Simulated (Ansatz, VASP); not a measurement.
Two plane-wave programs on Si

The input INCAR:

```
ALGO = Normal ; EDIFF = 1E-7
ENCUT = 520 ; GGA = PS
ISIF = 2 ; ISMEAR = 0
LASPH = T ; LCHARG = F
LREAL = F ; LWAVE = F
NBANDS = 8 ; NELM = 60
PREC = Accurate ; SIGMA = 0.05
```

The input KPOINTS:

```
k-points
0
Gamma
  20 20 20
```

The input POSCAR:

```
Si
1.0
    0.0000000000      1.9147557691      1.9147557691
    1.9147557691      0.0000000000      1.9147557691
    1.9147557691      1.9147557691      0.0000000000
Si
1
Direct
    0.0000000000      0.0000000000      0.0000000000
```

Input for Ansatz:

```yaml
crystal:
  lattice:
    - [0.0, 1.9147557691, 1.9147557691]
    - [1.9147557691, 0.0, 1.9147557691]
    - [1.9147557691, 1.9147557691, 0.0]
  atoms:
    - { symbol: Si, position: [0.0, 0.0, 0.0] }
basis:
  ecutwfc: 420
  ecutrho_ratio: 4
kpoints:
  mp_grid: { grid: [20, 20, 20] }
hamiltonian:
  xc: pbesol
scf:
  occupations: { method: gaussian, width: 0.05 }
output:
  forces: true
  stress: true
  eigenvalues: true
```

Alike in both runs: task single point; functional PBEsol; k mesh 20 × 20 × 20; occupations gaussian, width 0.05 eV; no spin polarisation.

|  | VASP | Ansatz |
| --- | --- | --- |
| version | VASP 6.6.1 | Ansatz 0.2.0 |
| potentials or method | VASP PAW PBE potentials, release 64 (Si), cutoff 520 eV | scalar-relativistic, plane waves, PAW |
| valence electrons in the cell | 4 | 4 |

Ansatz gave:

- gap on the k mesh at the Fermi level (eV): none
- pressure (GPa): 0.0

Problem. What did VASP give for the same quantities?

Solution. gap on the k mesh at the Fermi level (eV): none; pressure (GPa): 0.1.

VASP's potentials were made for PBE, not for PBEsol. A gap of «none» marks a metal or a gap that the smearing closes.
